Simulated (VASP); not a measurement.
# Sn2Bi2S (P-3m1) in VASP: further runs

Runs on Sn2Bi2S. Level: PBE. Tasks: single point.

Program: VASP 6.6.1. These are calculated values, not measurements. Logs are shortened: lines on timing, memory, paths and dates and some standing lists are left out, and cuts for length are marked.

## Step 1: The cell of the first run

The structure is trigonal, space group P-3m1 (No. 164). The conventional cell has a = 4.316 Å, b = 4.316 Å, c = 9.111 Å, α = 90.00°, β = 90.00°, γ = 120.00°. Sn (site symmetry 3m) has 3 Sn at 3.08 Å and 4 Bi at 3.16 to 3.76 Å within 4.1 Å. Bi (site symmetry 3m) has 3 S at 3.02 Å and 4 Sn at 3.16 to 3.76 Å within 4.0 Å. Within 4.0 Å of S (site symmetry -3m) lie 6 Bi at 3.02 Å.

The cell was generated, and may not be a known phase.

## Step 2: Single point, PBE

INCAR reads:

```
ALGO     = Normal         # electronic algorithm
EDIFF    = 1E-7           # SCF threshold, eV
ENCUT    = 520            # plane-wave cutoff, eV
GGA      = PE             # functional
ISIF     = 2              # what is computed and relaxed
ISMEAR   = 0              # smearing method
LASPH    = T              # aspherical terms in the spheres
LCHARG   = T              # write CHGCAR
LELF     = T              # ELF
LREAL    = F              # projectors in reciprocal space
LVHAR    = T            
LWAVE    = F              # write WAVECAR
NBANDS   = 40             # bands
NELM     = 100            # most SCF steps
PREC     = Accurate       # precision mode
SIGMA    = 0.1            # smearing width, eV
```

KPOINTS reads:

```
k-points
0
Gamma
  6 6 2
```

POSCAR reads:

```
Sn2Bi2S
1.0
    4.3162031205      0.0000000026      0.0000000000
   -2.1581015625      3.7379415489      0.0000000000
    0.0000000000      0.0000000000      9.1114504554
Sn Bi S
2 2 1
Direct
    0.3333333333      0.6666666667      0.5990775371
    0.6666666667      0.3333333333      0.4009224629
    0.3333333333      0.6666666667      0.1869234291
    0.6666666667      0.3333333333      0.8130765709
    0.0000000000      0.0000000000      0.0000000000
```

Potentials or basis: VASP PAW PBE potentials, release 64 (Sn_d, Bi_d, S).

Launch:

```
$ cat potpaw_PBE.64/Sn_d/POTCAR potpaw_PBE.64/Bi_d/POTCAR potpaw_PBE.64/S/POTCAR > POTCAR
$ mpirun -np 1 vasp_std > vasp.out
```

OUTCAR:

```text
EDIFF = 1E-7
   ENCUT = 520
   GGA = PE
   ISIF = 2
   ISMEAR = 0
   LASPH = T
   LREAL = F
   NELM = 100
   PREC = Accurate

 ion  position               nearest neighbor table
   1  0.333  0.667  0.599-   2 3.08   2 3.08   2 3.08   4 3.16   4 3.16   4 3.16   3 3.76
   2  0.667  0.333  0.401-   1 3.08   1 3.08   1 3.08   3 3.16   3 3.16   3 3.16   4 3.76
   3  0.333  0.667  0.187-   5 3.02   5 3.02   5 3.02   2 3.16   2 3.16   2 3.16   1 3.76
   4  0.667  0.333  0.813-   5 3.02   5 3.02   5 3.02   1 3.16   1 3.16   1 3.16   2 3.76
   5  0.000  0.000  0.000-   3 3.02   4 3.02   3 3.02   4 3.02   4 3.02   3 3.02

  LATTYP: Found a hexagonal cell.
 ALAT       =     4.3162031205
 C/A-ratio  =     2.1109874121

  Lattice vectors:

 A1 = (   4.3162031205,   0.0000000026,   0.0000000000)
 A2 = (  -2.1581015625,   3.7379415489,   0.0000000000)
 A3 = (   0.0000000000,   0.0000000000,   9.1114504554)

Analysis of symmetry for initial positions (statically):
=====================================================================
 Subroutine PRICEL returns:
 Original cell was already a primitive cell.

 Routine SETGRP: Setting up the symmetry group for a
 hexagonal supercell.

 Subroutine GETGRP returns: Found 12 space group operations
 (whereof 12 operations were pure point group operations)
 out of a pool of 24 trial point group operations.

The static configuration has the point symmetry D_3d.

Analysis of symmetry for dynamics (positions and initial velocities):
=====================================================================
 Subroutine PRICEL returns:
 Original cell was already a primitive cell.

 Routine SETGRP: Setting up the symmetry group for a
 hexagonal supercell.

 Subroutine GETGRP returns: Found 12 space group operations
 (whereof 12 operations were pure point group operations)
 out of a pool of 24 trial point group operations.

The dynamic configuration has the point symmetry D_3d.

 Subroutine INISYM returns: Found 12 space group operations
 (whereof 12 operations are pure point group operations),
 and found     1 'primitive' translations

----------------------------------------------------------------------------------------

                                     Primitive cell

  volume of cell :     147.0015

  direct lattice vectors                    reciprocal lattice vectors
     4.316203120  0.000000003  0.000000000     0.231685111  0.133763461  0.000000000
    -2.158101563  3.737941549  0.000000000    -0.000000000  0.267526923  0.000000000
     0.000000000  0.000000000  9.111450455     0.000000000  0.000000000  0.109752010

  length of vectors
     4.316203120  4.316203120  9.111450455     0.267526923  0.267526923  0.109752010

  position of ions in fractional coordinates (direct lattice)
     0.333333333  0.666666667  0.599077537
     0.666666667  0.333333333  0.400922463
     0.333333333  0.666666667  0.186923429
     0.666666667  0.333333333  0.813076571
     0.000000000  0.000000000  0.000000000

  ion indices of the primitive-cell ions
   primitive index   ion index
                 1           1
                 2           2
                 3           3
                 4           4
                 5           5

----------------------------------------------------------------------------------------

 KPOINTS: k-points

Automatic generation of k-mesh.
 Grid dimensions read from file:
 generate k-points for:    6    6    2

 Generating k-lattice:

  Cartesian coordinates                     Fractional coordinates (reciprocal lattice)
     0.038614185  0.022293910  0.000000000     0.166666667 -0.000000000  0.000000000
    -0.000000000  0.044587820  0.000000000    -0.000000000  0.166666667  0.000000000
     0.000000000  0.000000000  0.054876005     0.000000000  0.000000000  0.500000000

  Length of vectors
     0.044587820  0.044587820  0.054876005

  Shift w.r.t. Gamma in fractional coordinates (k-lattice)
     0.000000000  0.000000000  0.000000000

 Subroutine IBZKPT returns following result:
 ===========================================

 Found     14 irreducible k-points:

 Following reciprocal coordinates:
            Coordinates               Weight
  0.000000  0.000000  0.000000      1.000000
  0.166667  0.000000  0.000000      6.000000
  0.333333  0.000000  0.000000      6.000000
  0.500000  0.000000  0.000000      3.000000
  0.166667  0.166667  0.000000      6.000000
  0.333333  0.166667  0.000000     12.000000
  0.333333  0.333333  0.000000      2.000000
  0.000000  0.000000  0.500000      1.000000
  0.166667  0.000000  0.500000      6.000000
  0.333333  0.000000  0.500000      6.000000
  0.500000  0.000000  0.500000      3.000000
  0.166667  0.166667  0.500000      6.000000
  0.333333  0.166667  0.500000     12.000000
  0.333333  0.333333  0.500000      2.000000
   k-points           NKPTS =     14   k-points in BZ     NKDIM =     14   number of bands    NBANDS=     40
   number of dos      NEDOS =    301   number of ions     NIONS =      5
   total plane-waves  NPLWV =  71680
   dimension x,y,z NGX =    32 NGY =   32 NGZ =   70
   dimension x,y,z NGXF=    64 NGYF=   64 NGZF=  140
   ions per type =               2   2   1
   NGX,Y,Z   is equivalent  to a cutoff of  12.33, 12.33, 12.77 a.u.
   NGXF,Y,Z  is equivalent  to a cutoff of  24.65, 24.65, 25.54 a.u.
 SYSTEM =  unknown system
   PREC   = accura    normal or accurate (medium, high low for compatibility)
   ISTART =      0    job   : 0-new  1-cont  2-samecut
   ICHARG =      2    charge: 1-file 2-atom 10-const
   ISPIN  =      1    spin polarized calculation?
   LNONCOLLINEAR =      F non collinear calculations
   LSORBIT =      F    spin-orbit coupling
   LASPH  =      T    aspherical Exc in radial PAW
   ENCUT  =  520.0 eV  38.22 Ry    6.18 a.u.   8.03  8.03 16.94*2*pi/ulx,y,z
   NELM   =    100;   NELMIN=  2; NELMDL= -5     # of ELM steps
   EDIFF  = 0.1E-06   stopping-criterion for ELM
   LREAL  =      F    real-space projection
   EDIFFG = 0.1E-05   stopping-criterion for IOM
   NSW    =      0    number of steps for IOM
   IBRION =     -1    ionic relax: 0-MD 1-quasi-New 2-CG
   NFREE  =      0    steps in history (QN), initial steepest desc. (CG)
   ISIF   =      2    stress and relaxation
   ISYM   =      2    0-nonsym 1-usesym 2-fastsym
   POTIM  = 0.5000    time-step for ionic-motion
   TEBEG  =    0.0;   TEEND  =   0.0 temperature during run
   PSTRESS=    0.0 pullay stress
   NELECT =      64.0000    total number of electrons
   NUPDOWN=      -1.0000    fix difference up-down
   EMIN   =  10.00;   EMAX   =-10.00  energy-range for DOS
   EFERMI =   0.00;   METHOD = LEGACY
   ISMEAR =     0;   SIGMA  =   0.10  broadening in eV -4-tet -1-fermi 0-gaus
   EFERMI_NEDOS =   21; number of points for ismear=-14 and -15
   IALGO  =     38    algorithm
   IMIX   =      4    mixing-type and parameters
     AMIX     =   0.40;   BMIX     =  1.00
     AMIX_MAG =   1.60;   BMIX_MAG =  1.00
  volume/ion in A,a.u.               =      29.40       198.40
  Fermi-wavevector in a.u.,A,eV,Ry     =   1.240778  2.344731 20.946588  1.539531
  Thomas-Fermi vector in A             =   2.375204
   LORBIT       =      0    0 simple, 1 ext, 2 COOP (PROOUT), +10 PAW based schemes
   GGA     = PE    functional components
   LHFCALC =     F    Hartree Fock is set to
   AEXX    =    0.0000 exact exchange contribution
   IVDW    =     0    specifies the selected vdW correction
   LEPSILON=     F    determine dielectric tensor
   LRPA    =     F    only Hartree local field effects (RPA)
 non-spin polarized calculation
 Gauss-broadening in eV      SIGMA  =   0.10
  energy-cutoff  :      520.00
  volume of cell :      147.00
 maximum number of plane-waves:      3970
   NGX = 17   NGY = 17   NGZ = 33

 number of electron      64.0000004 magnetization

 Free energy of the ion-electron system (eV)
  ---------------------------------------------------
  ext. energy  EPLUGINS =         0.00000000
  ---------------------------------------------------
  free energy    TOTEN  =       -19.30070885 eV

  energy without entropy =      -19.28677737  energy(sigma->0) =      -19.29374311

 E-fermi :   6.8167     XC(G=0):  -9.7807

 val. band max:        6.7690212853   @ k =   0.0000   0.0000   0.5000
 cond. band min:       6.8517726787   @ k =   0.3333   0.0000   0.0000
 fundamental gap:      0.0827513934
 Fermi energy:         6.8166523951

 k-point     1 :       0.0000    0.0000    0.0000
  band No.  band energies     occupation
      1     -16.3618      2.00000
      2     -16.3618      2.00000
      3     -16.3591      2.00000
      4     -16.3591      2.00000
      5     -16.3581      2.00000
      6     -16.3579      2.00000
[... 32 lines left out ...]
     39       9.8762      0.00000
     40      11.6384      0.00000

 k-point     2 :       0.1667    0.0000    0.0000
  band No.  band energies     occupation
      1     -16.3640      2.00000
      2     -16.3612      2.00000
      3     -16.3599      2.00000
      4     -16.3578      2.00000
      5     -16.3571      2.00000
      6     -16.3548      2.00000
[... 32 lines left out ...]
     39      10.6643      0.00000
     40      11.6066      0.00000

 k-point     3 :       0.3333    0.0000    0.0000
  band No.  band energies     occupation
      1     -16.3681      2.00000
      2     -16.3624      2.00000
      3     -16.3610      2.00000
      4     -16.3583      2.00000
      5     -16.3545      2.00000
      6     -16.3488      2.00000
[... 32 lines left out ...]
     39      10.6163      0.00000
     40      11.4723      0.00000

 k-point     4 :       0.5000    0.0000    0.0000
  band No.  band energies     occupation
      1     -16.3703      2.00000
      2     -16.3632      2.00000
      3     -16.3613      2.00000
      4     -16.3595      2.00000
      5     -16.3534      2.00000
      6     -16.3484      2.00000
[... 32 lines left out ...]
     39      11.0695      0.00000
     40      11.5944      0.00000
[... 342 lines left out ...]
     39      10.9698      0.00000
     40      11.4243      0.00000

 k-point    13 :       0.3333    0.1667    0.5000
  band No.  band energies     occupation
      1     -16.3720      2.00000
      2     -16.3616      2.00000
      3     -16.3598      2.00000
      4     -16.3549      2.00000
      5     -16.3541      2.00000
      6     -16.3470      2.00000
[... 32 lines left out ...]
     39      11.3969      0.00000
     40      11.6731      0.00000

 k-point    14 :       0.3333    0.3333    0.5000
  band No.  band energies     occupation
      1     -16.3742      2.00000
      2     -16.3591      2.00000
      3     -16.3591      2.00000
      4     -16.3558      2.00000
      5     -16.3473      2.00000
      6     -16.3473      2.00000
[... 32 lines left out ...]
     39      12.4938      0.00000
     40      12.4938      0.00000

------------------------ aborting loop because EDIFF is reached ----------------------------------------

  FORCE on cell =-STRESS in cart. coord.  units (eV):
  Direction    XX          YY          ZZ          XY          YZ          ZX
  --------------------------------------------------------------------------------------
  -------------------------------------------------------------------------------------
  Total       -0.0416677     -0.0416677      0.1161327     -0.0000000      0.0000000     -0.0000000
  in kB       -0.4541383     -0.4541383      1.2657365     -0.0000000      0.0000000     -0.0000000
  external PRESSURE =       0.1191533 kB  Pullay stress =       0.0000000 kB

 VOLUME and BASIS-vectors are now :
 -----------------------------------------------------------------------------
  energy-cutoff  :      520.00
  volume of cell :      147.00
      direct lattice vectors                 reciprocal lattice vectors
     4.316203120  0.000000003  0.000000000     0.231685111  0.133763461  0.000000000
    -2.158101563  3.737941549  0.000000000    -0.000000000  0.267526923  0.000000000
     0.000000000  0.000000000  9.111450455     0.000000000  0.000000000  0.109752010

 POSITION                                       TOTAL-FORCE (eV/Angst)
 -----------------------------------------------------------------------------------
     -0.00000      2.49196      5.45847        -0.000000     -0.000000      0.004420
      2.15810      1.24598      3.65299        -0.000000      0.000000     -0.004420
     -0.00000      2.49196      1.70314        -0.000000      0.000000      0.011430
      2.15810      1.24598      7.40831         0.000000     -0.000000     -0.011430
      0.00000      0.00000      0.00000        -0.000000      0.000000      0.000000
 -----------------------------------------------------------------------------------
    total drift:                               -0.000000      0.000000      0.000000

  FREE ENERGIE OF THE ION-ELECTRON SYSTEM (eV)
  ---------------------------------------------------
  free  energy   TOTEN  =       -19.3007088518 eV

  energy  without entropy=      -19.2867773690  energy(sigma->0) =      -19.29374311
```

It took 39 s on 1 thread of AMD EPYC 9R45 (Zen 5), shared host; peak memory 0.26 GiB.

What came out:

```
Free energy            : -19.3007 eV
Pressure               : 0.0 GPa
Largest force          : 0.011 eV/Å
Band gap on the k mesh : zero (bands 32 and 33 overlap by 1.85 eV)
```

Forces in eV/Å, atoms in the order of the input:
```
Sn   0.000  0.000  0.004
Sn   0.000  0.000 -0.004
Bi   0.000  0.000  0.011
Bi   0.000  0.000 -0.011
S    0.000  0.000  0.000
```

Stress tensor (GPa, compression positive):
```
-0.05  0.00  0.00
 0.00 -0.05  0.00
 0.00  0.00  0.13
```

Caveat: spin-orbit coupling is left out, which moves the levels of the heavy elements.

## Step 3: Single point, PBE

This run uses another cell than the first one, of 30.76 Å³/atom.

INCAR reads:

```
SYSTEM = Sn2Bi2S
ALGO = Normal
EDIFF = 1E-7
ENCUT = 520
GGA = PE
ISIF = 2
ISMEAR = 0
LASPH = .TRUE.
LCHARG = .TRUE.
LELF = .TRUE.
LREAL = .FALSE.
LVHAR = .TRUE.
LWAVE = .FALSE.
NBANDS = 40
NELM = 60
PREC = Accurate
SIGMA = 0.1
```

KPOINTS reads:

```
k-points
0
G
  6 6 2
  0 0 0
```

POSCAR reads:

```
Sn2Bi2S
1.0
    4.7460907500      0.0000000000      0.0000000000
   -2.3730453800      4.1102351600      0.0000000000
    0.0000000000      0.0000000000      7.8836135000
Sn Bi S
2 2 1
Direct
    0.3333333300      0.6666666700      0.6308000100
    0.6666666700      0.3333333300      0.3691999900
    0.3333333300      0.6666666700      0.2508000100
    0.6666666700      0.3333333300      0.7491999900
    0.0000000000      0.0000000000      0.0000000000
```

Potentials or basis: VASP PAW PBE potentials, release 64 (Sn_d, Bi_d, S).

Launch:

```
$ cat potpaw_PBE.64/Sn_d/POTCAR potpaw_PBE.64/Bi_d/POTCAR potpaw_PBE.64/S/POTCAR > POTCAR
$ mpirun -np 1 vasp_std > vasp.out
```

Run time: 45 s. Hardware: 1 thread of AMD EPYC 9R45 (Zen 5), shared host; peak memory 0.27 GiB.

It converged, with:

| Property | Result |
| --- | --- |
| Free energy | -17.9757 eV |
| Pressure | 5.4 GPa |
| Largest force | 2.451 eV/Å |
| Band gap on the k mesh | zero (bands 32 and 33 overlap by 0.82 eV) |

Forces in eV/Å, atoms in the order of the input:
```
Sn   0.000  0.000  0.064
Sn   0.000  0.000 -0.064
Bi   0.000  0.000 -2.451
Bi   0.000  0.000  2.451
S    0.000  0.000  0.000
```

Stress tensor (GPa, compression positive):
```
5.50 0.00 0.00
0.00 5.50 0.00
0.00 0.00 5.12
```

Levels at points of the mesh, in eV from the Fermi level:
```
           k point  band 28  band 29  band 30  band 31  band 32  band 33  band 34  band 35  band 36  band 37
(0.00, 0.00, 0.00)    -1.52    -1.36    -1.36    -0.90    -0.14    -0.14     0.59     2.26     2.26     2.71
(0.50, 0.00, 0.00)    -1.75    -1.58    -1.53    -0.82    -0.81     0.06     2.49     2.57     3.71     4.65
(0.00, 0.00, 0.50)    -1.70    -1.00    -1.00    -0.65    -0.63    -0.63     0.29     1.90     1.90     3.52
(0.50, 0.00, 0.50)    -2.46    -2.45    -2.16    -0.77     0.10     0.59     1.62     2.16     3.33     3.99
```

Caveat: the k points lie up to 0.40 Å⁻¹ apart, too coarse for converged energies and pressures of a metal; spin-orbit coupling is left out, which moves the levels of the heavy elements; forces of over 1 eV/Å act on the atoms, so gaps and moduli don't describe the material at rest.

The gap in the log of VASP goes by the Fermi energy; the results here count the filled bands.